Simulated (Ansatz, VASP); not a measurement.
**BaS in VASP and in Ansatz**

Contents of INCAR:

```
PREC = Accurate ; ENCUT = 520
EDIFF = 1E-6 ; ISMEAR = -1
SIGMA = 0.02 ; LREAL = F
LASPH = T ; NELM = 60
ALGO = Normal ; ISIF = 2
LWAVE = F ; LCHARG = T
GGA = PE ; LELF = T
LVHAR = T ; NBANDS = 15
```

File KPOINTS:

```
regular mesh
0
Gamma
  6 6 6
```

The input POSCAR:

```
BaS
1.0
    0.0271846968      3.5289994088      3.5289994088
    3.5289994088      0.0271846968      3.5289994088
    3.5289994088      3.5289994088      0.0271846968
Ba S
1 1
Direct
    0.0007805743      0.0007805743      0.0007805743
    0.2492194257      0.2492194257      0.2492194257
```

Input for Ansatz:

```yaml
crystal:
  lattice:
    - [0.0271846968, 3.5289994088, 3.5289994088]
    - [3.5289994088, 0.0271846968, 3.5289994088]
    - [3.5289994088, 3.5289994088, 0.0271846968]
  atoms:
    - { symbol: Ba, position: [0.0007805743, 0.0007805743, 0.0007805743] }
    - { symbol: S, position: [0.2492194257, 0.2492194257, 0.2492194257] }
kpoints:
  mp_grid: { grid: [6, 6, 6] }
  band_path:
    path:
      - [0.0, 0.0, 0.0]
      - [-0.5, -0.5, 0.0]
      - [-0.375, -0.375, 0.25]
      - [-0.375, 0.0, 0.375]
      - [0.0, 0.0, 0.5]
      - [-0.5, -0.25, 0.25]
      - [0.25, -0.5, -0.25]
    npoints: 1
hamiltonian:
  xc: pbe
scf:
  occupations: { method: fermi_dirac, width: 0.02 }
  n_extra_bands: 4
output:
  forces: true
  stress: true
  eigenvalues: true
```

Change from the starting cell: epitaxial_111 strain -0.5%.

Alike in both runs: task single point; functional PBE; k mesh 6 × 6 × 6; occupations fermi-dirac, width 0.02 eV; no spin polarisation.

|  | VASP | Ansatz |
| --- | --- | --- |
| version | VASP 6.6.1 | Ansatz 0.2.0 |
| potentials or method | VASP PAW PBE potentials, release 64 (Ba_sv, S) | plane waves, PAW |
| plane-wave cutoff (eV) | 520 | 420 |
| valence electrons in the cell | 16 | 16 |

Ansatz gave:

- gap on the k mesh at the Fermi level (eV): 2.75
- pressure (GPa): 0.1
- traceless stress, the component that is largest in VASP (GPa): -0.06

Question: Estimate VASP's values.

Answer: gap on the k mesh at the Fermi level (eV): 2.77; pressure (GPa): 0.5; traceless stress, the component that is largest in VASP (GPa): -0.06.

With one functional, cell and mesh, what is left measures potentials, basis and numerics.

Spin-orbit coupling is off throughout.
